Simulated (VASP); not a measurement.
Write the native input for VASP 6.6.1 that does the following.

- Task: electric field gradients
- Functional: PBEsol
- Potentials or basis: VASP PAW PBE potentials, release 64 (W_sv, Se)
- Cutoff: 520 eV
- k mesh: 11 × 11 × 3
- Occupations: fermi-dirac, width 0.08 eV
- Spin: no spin polarisation
- Dipole correction: no
- Further INCAR settings: ALGO = Normal; EDIFF = 1e-08; NBANDS = 35

The structure of WSe2 lies in POSCAR:

```
WSe2
1.0
    3.3545246059      0.0000000000      0.0000000000
   -1.6772623029      2.9051035263      0.0000000000
    0.0000000000      0.0000000000     13.2243783068
W Se
2 4
Direct
    0.3333333333      0.6666666667      0.2500000000
    0.6666666667      0.3333333333      0.7500000000
    0.3333333333      0.6666666667      0.6210000000
    0.6666666667      0.3333333333      0.1210000000
    0.3333333333      0.6666666667      0.8790000000
    0.6666666667      0.3333333333      0.3790000000
```

This cell differs from its parent crystal: volume scaled by 1.06.

The input as run:

INCAR

```
PREC = Accurate
ENCUT = 520
EDIFF = 1E-8
ISMEAR = -1
SIGMA = 0.08
LREAL = False
LASPH = True
NELM = 100
ALGO = Normal
ISIF = 2
LWAVE = False
LCHARG = False
GGA = PS
LEFG = True
NBANDS = 35
```

KPOINTS

```
regular mesh
0
Gamma
  11 11 3
```

Potentials or basis: VASP PAW PBE potentials, release 64 (W_sv, Se).

Run with:

```bash
$ cat potpaw_PBE.64/W_sv/POTCAR potpaw_PBE.64/Se/POTCAR > POTCAR
$ mpirun -np 1 vasp_std > vasp.out
```

It gave:

| Quantity | Value |
| --- | --- |
| Pressure | -8.0 GPa |
| Largest force | 0.957 eV/Å |
| Band gap on the k mesh | 0.95 eV, indirect (least direct gap 1.60 eV) |

Caveat: without QUAD_EFG the Cq values of the log hold for a quadrupole moment of 1 mb, not for the nuclei; the PAW data sets were made with another functional, which shifts forces and pressure a little; spin-orbit coupling is left out, which moves the levels of the heavy elements; this functional lacks dispersion, which binds the layers, so the pressure and a relaxed spacing across them are unreliable.

It took 3.4 min on 1 thread of Intel Xeon 6975P-C, with other jobs on the host, peak memory 0.32 GiB.
